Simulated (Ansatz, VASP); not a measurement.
**Cu in VASP and in Ansatz**

```
CELL_PARAMETERS angstrom
0.00000 1.80750 1.80750
1.80750 0.00000 1.80750
1.80750 1.80750 0.00000
ATOMIC_POSITIONS crystal
Cu 0.00000 0.00000 0.00000
```

Alike in both runs: task electric field gradients; functional PBEsol; k mesh 19 × 19 × 19; occupations fermi-dirac, width 0.08 eV; no spin polarisation.

```csv
,VASP,Ansatz
version,VASP 6.6.1,Ansatz 0.2.0
potentials or method,"VASP PAW PBE potentials, release 64 (Cu), cutoff 520 eV","all-electron PAW with datasets made for the crystal, scalar-relativistic"
```

```csv
,VASP,Ansatz,Ansatz less VASP
pressure (GPa),-5.8,-6.5,-0.69
```

VASP's potentials were made for PBE, not for PBEsol. Ansatz ran all-electron here, and VASP with PAW potentials. Ansatz's warnings: band levels unverified.
